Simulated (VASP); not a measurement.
TiS2:

```
Ti S
1.0
     3.41200    0.00000    0.00000
    -1.70600    2.95488    0.00000
     0.00000    0.00000    5.69500
Ti S
1 2
Direct
  0.00000 0.00000 0.00000
  0.33333 0.66667 0.25000
  0.66667 0.33333 0.75000
```

| Quantity | Value |
| --- | --- |
| Program | VASP 6.6.1 |
| Task | relaxation of the atoms |
| Functional | r2SCAN |
| Potentials or basis | VASP PAW PBE potentials, release 64 (Ti_sv, S) |
| Cutoff | 500 eV |
| k mesh | 11 × 11 × 6 |
| Occupations | fermi-dirac, width 0.05 eV |
| Spin | no spin polarisation |

At the start: pressure -0.1 GPa; volume 19.14 Å³/atom.

Task: How do energy, volume and symmetry change on relaxing?

Result: Over 3 steps the energy falls by 2.2 meV/atom at a fixed cell; space group P-3m1 (No. 164, to 0.1 Å) before and after.

Step by step:
| step | energy change (eV) | largest force (eV/Å) | pressure (GPa) |
| --- | --- | --- | --- |
| 1 | 0.0000 | 0.3032 | -0.12 |
| 2 | -0.0060 | 0.1025 | 0.80 |
| 3 | -0.0067 | 0.0036 | 1.26 |

Final structure:
```xyz
3
Lattice="3.4120 0.0000 0.0000 -1.7060 2.9549 0.0000 0.0000 0.0000 5.6950" Properties=species:S:1:pos:R:3 pbc="T T T"
Ti    0.0000    0.0000    0.0000
S     0.0000    1.9699    1.4020
S     1.7060    0.9850    4.2930
```

Caveat: the PAW data sets were made with another functional, which shifts forces and pressure a little.
